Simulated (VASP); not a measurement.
Set up this calculation in VASP 6.6.1, as the native input.

```yaml
Task: relaxation of cell and atoms
Functional: r2SCAN
Dispersion: rVV10
Potentials_or_basis: VASP PAW PBE potentials, release 64 (W_sv, Se)
Cutoff: 600 eV
k_mesh: 12 × 12 × 2
Occupations: fermi-dirac, width 0.03 eV
Spin: no spin polarisation
Dipole_correction: no
Further_INCAR_settings: ALGO = Normal; EDIFF = 1e-06; IBRION = 2; EDIFFG = -0.01; NSW = 100; ISIF = 3
```

Crystal: WSe2.

```
W Se
1.0
     3.27176    0.00000    0.00000
    -1.63588    2.83343    0.00000
     0.00000    0.00000   13.20051
W Se
2 4
Direct
  0.33333 0.66667 0.25000
  0.66667 0.33333 0.75000
  0.66667 0.33333 0.37682
  0.66667 0.33333 0.12318
  0.33333 0.66667 0.87682
  0.33333 0.66667 0.62318
```

These files were run (other wordings do the same):

POSCAR

```
WSe2
1.0
    3.2717587873      0.0000000000      0.0000000000
   -1.6358793937      2.8334262249      0.0000000000
    0.0000000000      0.0000000000     13.2005071920
W Se
2 4
Direct
    0.3333333333      0.6666666667      0.2500000000
    0.6666666667      0.3333333333      0.7500000000
    0.6666666667      0.3333333333      0.3768240725
    0.6666666667      0.3333333333      0.1231759275
    0.3333333333      0.6666666667      0.8768240725
    0.3333333333      0.6666666667      0.6231759275
```

INCAR.step1

```
SYSTEM = WSe2
ALGO = Normal
EDIFF = 1E-4
ENCUT = 600
GGA = PE
ISMEAR = -1
LASPH = .True.
LCHARG = .False.
LREAL = .False.
LWAVE = .True.
NELM = 60
PREC = Accurate
SIGMA = 0.03
```

INCAR.step2

```
SYSTEM = WSe2
ALGO = Normal
BPARAM = 11.95
CPARAM = 0.0093
EDIFF = 1E-6
EDIFFG = -0.01
ENCUT = 600
IBRION = 2
ISIF = 3
ISMEAR = -1
ISTART = 1
IVDW_NL = 2
LASPH = .True.
LCHARG = .False.
LMIXTAU = .True.
LREAL = .False.
LUSE_VDW = .True.
LWAVE = .False.
METAGGA = R2SCAN
NELM = 60
NSW = 100
PREC = Accurate
SIGMA = 0.03
```

KPOINTS

```
k-points
0
Gamma
  12 12 2
  0 0 0
```

Potentials or basis: VASP PAW PBE potentials, release 64 (W_sv, Se).

Command:

```console
$ cat potpaw_PBE.64/W_sv/POTCAR potpaw_PBE.64/Se/POTCAR > POTCAR
$ cp INCAR.step1 INCAR
$ mpirun -np 1 vasp_std > vasp.out
$ cp INCAR.step2 INCAR
$ mpirun -np 1 vasp_std > vasp.out
```

It gave:

| Property | Result |
| --- | --- |
| Relaxed volume | 20.77 Å³/atom |
| Relaxed cell | a = 3.306 Å, b = 3.306 Å, c = 13.167 Å, α = 90.00°, β = 90.00°, γ = 120.00° |
| Space group after relaxing (to 0.1 Å) | P6_3/mmc (No. 194) |
| Energy gained by relaxing | 3.5 meV/atom |
| Ionic steps | 5 |
| Pressure after relaxing | 0.0 GPa |
| Band gap on the k mesh | 1.14 eV (least direct gap 1.60 eV) |

Caveat: the PAW data sets were made with another functional, which shifts forces and pressure a little; spin-orbit coupling is left out, which moves the levels of the heavy elements.

It took 92 min on 1 thread of Oxide Virtual Turin-like Processor, on a shared host, peak memory 0.68 GiB.
